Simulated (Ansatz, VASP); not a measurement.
**GaN: VASP beside Ansatz**

File INCAR:

```
SYSTEM = GaN
ALGO = Normal
EDIFF = 1E-6
ENCUT = 520
GGA = PS
ISIF = 2
ISMEAR = 0
LASPH = .True.
LCHARG = .False.
LREAL = .False.
LWAVE = .False.
NBANDS = 16
NELM = 60
PREC = Accurate
SIGMA = 0.05
```

KPOINTS

```
k-points
0
Gamma
  10 10 10
  0 0 0
```

POSCAR

```
GaN
1.0
    0.0000000000      2.2489555081      2.2489555081
    2.2489555081      0.0000000000      2.2489555081
    2.2489555081      2.2489555081      0.0000000000
Ga N
1 1
Direct
    0.0000000000      0.0000000000      0.0000000000
    0.7500000000      0.7500000000      0.7500000000
```

Input for Ansatz:

```yaml
crystal:
  lattice:
    - [0.0, 2.2489555081, 2.2489555081]
    - [2.2489555081, 0.0, 2.2489555081]
    - [2.2489555081, 2.2489555081, 0.0]
  atoms:
    - { symbol: Ga, position: [0.0, 0.0, 0.0] }
    - { symbol: "N", position: [0.75, 0.75, 0.75] }
basis:
  ecutwfc: 520.0
kpoints:
  mp_grid: { grid: [10, 10, 10] }
hamiltonian:
  xc: pbesol
  pseudopotentials: { kind: paw }
scf:
  occupations: { method: gaussian, width: 0.05 }
output:
  forces: true
  stress: true
  eigenvalues: true
```

Alike in both runs: task single point; functional PBEsol; k mesh 10 × 10 × 10; occupations gaussian, width 0.05 eV; no spin polarisation.

|  | VASP | Ansatz |
| --- | --- | --- |
| version | VASP 6.6.1 | Ansatz 0.2.0 |
| potentials or method | VASP PAW PBE potentials, release 64 (Ga_d, N), cutoff 520 eV | scalar-relativistic, plane waves, PAW |
| valence electrons in the cell | 18 | 18 |

```tsv
	VASP	Ansatz	Ansatz less VASP
gap on the k mesh at the Fermi level (eV)	1.72	1.70	-0.017
least direct gap on the mesh (eV)	1.72	1.70	-0.017
pressure (GPa)	-0.2	0.0	+0.19
```

VASP's potentials were made for PBE, not for PBEsol. With one functional, cell and mesh, what is left measures potentials, basis and numerics.
